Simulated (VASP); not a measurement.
Here is a VASP 6.6.1 calculation.

File POSCAR:

```
ZnO
1.0
    3.2348692153      0.0000000000      0.0000000000
   -1.6174346076      2.8014789184      0.0000000000
    0.0000000000      0.0000000000      5.1080653075
Zn O
2 2
Direct
    0.6666666667      0.3333333333      0.4975804252
    0.3333333333      0.6666666667     -0.0024195748
    0.6666666667      0.3333333333      0.8827295748
    0.3333333333      0.6666666667      0.3827295748
```

Contents of INCAR.step1:

```
SYSTEM = ZnO
ALGO     = Normal         ! electronic algorithm
EDIFF    = 1E-4           ! SCF threshold, eV
ENCUT    = 520            ! plane-wave cutoff, eV
GGA      = PE             ! functional
ISMEAR   = 0              ! smearing method
LASPH    = .True.         ! aspherical terms in the spheres
LCHARG   = .False.        ! write CHGCAR
LREAL    = .False.        ! projectors in reciprocal space
LWAVE    = .True.         ! write WAVECAR
NBANDS   = 26             ! bands
NELM     = 80             ! most SCF steps
PREC     = Accurate       ! precision mode
SIGMA    = 0.02           ! smearing width, eV
```

Contents of INCAR.step2:

```
SYSTEM = ZnO
ALGO     = Normal         ! electronic algorithm
EDIFF    = 1E-7           ! SCF threshold, eV
ENCUT    = 520            ! plane-wave cutoff, eV
ISIF     = 2              ! what is computed and relaxed
ISMEAR   = 0              ! smearing method
ISTART   = 1            
LASPH    = .True.         ! aspherical terms in the spheres
LCHARG   = .True.         ! write CHGCAR
LELF     = .True.         ! ELF
LMIXTAU  = .True.       
LREAL    = .False.        ! projectors in reciprocal space
LVHAR    = .True.       
LWAVE    = .False.        ! write WAVECAR
METAGGA  = R2SCAN         ! meta-GGA
NBANDS   = 26             ! bands
NELM     = 80             ! most SCF steps
PREC     = Accurate       ! precision mode
SIGMA    = 0.02           ! smearing width, eV
```

The input KPOINTS:

```
k-points
0
Gamma
  12 12 6
  0 0 0
```

Potentials or basis: VASP PAW PBE potentials, release 64 (Zn, O).

The run is started by

```sh
$ cat potpaw_PBE.64/Zn/POTCAR potpaw_PBE.64/O/POTCAR > POTCAR
$ cp INCAR.step1 INCAR
$ mpirun -np 1 vasp_std > vasp.out
$ cp INCAR.step2 INCAR
$ mpirun -np 1 vasp_std > vasp.out
```

Q: Estimate the pressure.

A: 4.3 GPa.

Q: What does it give for the largest force?

A: 0.008 eV/Å.

Q: Estimate the band gap on the k mesh.

A: 1.29 eV, direct.

Forces in eV/Å, atoms in the order of the input:
```
Zn   0.000  0.000 -0.008
Zn   0.000  0.000 -0.008
O    0.000  0.000  0.008
O    0.000  0.000  0.008
```

Caveat: the cell differs from its parent crystal (strain along c alone, the other axes held: -2.0 %, then relaxed in part); the PAW data sets were made with another functional, which shifts forces and pressure a little.
